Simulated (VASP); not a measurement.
Write the native input for VASP 6.6.1 that does the following.

| Quantity | Value |
| --- | --- |
| Task | single point |
| Functional | PBEsol |
| Potentials or basis | VASP PAW PBE potentials, release 64 (B) |
| Cutoff | 520 eV |
| k mesh | 25 × 25 × 25 |
| Occupations | fermi-dirac, width 0.08 eV |
| Spin | no spin polarisation |
| Dipole correction | no |
| Further INCAR settings | ALGO = Normal; EDIFF = 1e-07; NBANDS = 8 |

The structure of B lies in POSCAR:

```
B
1.0
   -1.0100825356      1.0100825356      1.0100825356
    1.0100825356     -1.0100825356      1.0100825356
    1.0100825356      1.0100825356     -1.0100825356
B
1
Direct
    0.0000000000      0.0000000000      0.0000000000
```

This isn't the form of B at room conditions, which is rhombohedral.

One way to write it, as run:

INCAR

```
SYSTEM = B
  ALGO = Normal
  EDIFF = 1E-7
  ENCUT = 520
  GGA = PS
  ISIF = 2
  ISMEAR = -1
  LASPH = .TRUE.
  LCHARG = .FALSE.
  LREAL = .FALSE.
  LWAVE = .FALSE.
  NBANDS = 8
  NELM = 80
  PREC = Accurate
  SIGMA = 0.08
```

KPOINTS

```
k-points
0
G
  25 25 25
  0 0 0
```

Potentials or basis: VASP PAW PBE potentials, release 64 (B).

Command:

```bash
$ cat potpaw_PBE.64/B/POTCAR > POTCAR
$ mpirun -np 1 vasp_std > vasp.out
```

It gave:

```json
{
  "Pressure": "191.8 GPa",
  "Band gap on the k mesh": "zero (an odd number of electrons rules out a gap without spin polarisation)"
}
```

Caveat: the cell stands under pressure; the PAW data sets were made with another functional, which shifts forces and pressure a little.

Wall time 8.9 s on 1 thread of Intel(R) Xeon(R) Platinum 8259CL CPU @ 2.50GHz (Skylake/Cascade Lake) (shared host), peak memory 0.11 GiB.
